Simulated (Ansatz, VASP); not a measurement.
GaAs in VASP and in Ansatz

File INCAR:

```
PREC = Accurate
ENCUT = 500
EDIFF = 1E-6
ISMEAR = -1
SIGMA = 0.01
LREAL = F
LASPH = T
NELM = 120
ALGO = Normal
ISIF = 2
LWAVE = F
LCHARG = F
GGA = PE
NBANDS = 16
GGA_COMPAT = F
```

File KPOINTS:

```
regular mesh
0
Gamma
  4 4 4
```

Contents of POSCAR:

```
GaAs
1.0
    0.0000000000      2.8324871025      2.8324871025
    2.8324871025      0.0000000000      2.8324871025
    2.8324871025      2.8324871025      0.0000000000
Ga As
1 1
Direct
    0.0000000000      0.0000000000      0.0000000000
    0.7500000000      0.7500000000      0.7500000000
```

Input for Ansatz:

```yaml
crystal:
  lattice:
    - [0.0, 2.8324871025, 2.8324871025]
    - [2.8324871025, 0.0, 2.8324871025]
    - [2.8324871025, 2.8324871025, 0.0]
  atoms:
    - { symbol: Ga, position: [0.0, 0.0, 0.0] }
    - { symbol: As, position: [0.75, 0.75, 0.75] }
basis:
  ecutwfc: 420.0
  ecutrho_ratio: 4
  xc_grid: 2
  fft_grid_basis: typed
  precision: f64
kpoints:
  mp_grid: { grid: [4, 4, 4] }
hamiltonian:
  pseudopotentials: { kind: paw, azcp: { folder: soft_1 } }
scf:
  max_iter: 80
  self_checks: high
  occupations: { method: fermi_dirac, width: 0.01 }
output:
  forces: true
checkpoint:
  write: "../host.s0.run"
  compress: false
  write_wavefunctions: true
  write_every: 100000
```

Alike in both runs: task single point; functional PBE; k mesh 4 × 4 × 4; occupations fermi-dirac, width 0.01 eV; no spin polarisation.

|  | VASP | Ansatz |
| --- | --- | --- |
| version | VASP 6.6.1 | Ansatz 0.2.0 |
| potentials or method | VASP PAW PBE potentials, release 64 (Ga_d, As), cutoff 500 eV | plane-wave PAW DFT |
| valence electrons in the cell | 18 | 28 |

```csv
,VASP,Ansatz,Ansatz less VASP
gap on the k mesh at the Fermi level (eV),0.46,0.46,-0.002
```

VASP's potentials hold 18 valence electrons a cell and Ansatz's 28, so a difference there can come from the potentials and not from the codes.

The k mesh is coarse, so the values compare programs but aren't converged.
